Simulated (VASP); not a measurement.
Write the native input for VASP 6.6.1 that does the following.

```
Task                   : single point
Functional             : PBE exchange alone
Potentials or basis    : VASP PAW PBE potentials, release 64 (Al, N)
Cutoff                 : 600 eV
k mesh                 : 10 × 10 × 10
Occupations            : fermi-dirac, width 0.05 eV
Spin                   : no spin polarisation
Dipole correction      : no
Further INCAR settings : ALGO = Normal; EDIFF = 1e-06; NBANDS = 11
```

The structure of AlN lies in POSCAR:

```
AlN
1.0
    0.0000000000      2.1544765148      2.1544765148
    2.1544765148      0.0000000000      2.1544765148
    2.1544765148      2.1544765148      0.0000000000
Al N
1 1
Direct
    0.0000000000      0.0000000000      0.0000000000
    0.2500000000      0.2500000000      0.2500000000
```

One way to write it, as run:

INCAR

```
SYSTEM = AlN
PREC     = Accurate       ! precision mode
ENCUT    = 600            ! plane-wave cutoff, eV
EDIFF    = 1E-6           ! SCF threshold, eV
ISMEAR   = -1             ! smearing method
SIGMA    = 0.05           ! smearing width, eV
LREAL    = .False.        ! projectors in reciprocal space
LASPH    = .True.         ! aspherical terms in the spheres
NELM     = 120            ! most SCF steps
ALGO     = Normal         ! electronic algorithm
ISIF     = 2              ! what is computed and relaxed
LWAVE    = .False.        ! write WAVECAR
LCHARG   = .False.        ! write CHGCAR
GGA      = PE             ! functional
ALDAC    = 0.0          
AGGAC    = 0.0          
NBANDS   = 11             ! bands
GGA_COMPAT= .False.
```

KPOINTS

```
Automatic mesh
0
Gamma
  10 10 10
  0 0 0
```

Potentials or basis: VASP PAW PBE potentials, release 64 (Al, N).

Launch:

```console
$ cat potpaw_PBE.64/Al/POTCAR potpaw_PBE.64/N/POTCAR > POTCAR
$ mpirun -np 1 vasp_std > vasp.out
```

Results of the run:

| Property | Result |
| --- | --- |
| Pressure | 29.4 GPa |
| Band gap on the k mesh | 3.68 eV, indirect (least direct gap 4.88 eV) |

It took 7 s on 1 thread of Intel(R) Xeon(R) Platinum 8488C (Sapphire Rapids) (shared host), peak memory 0.13 GiB.
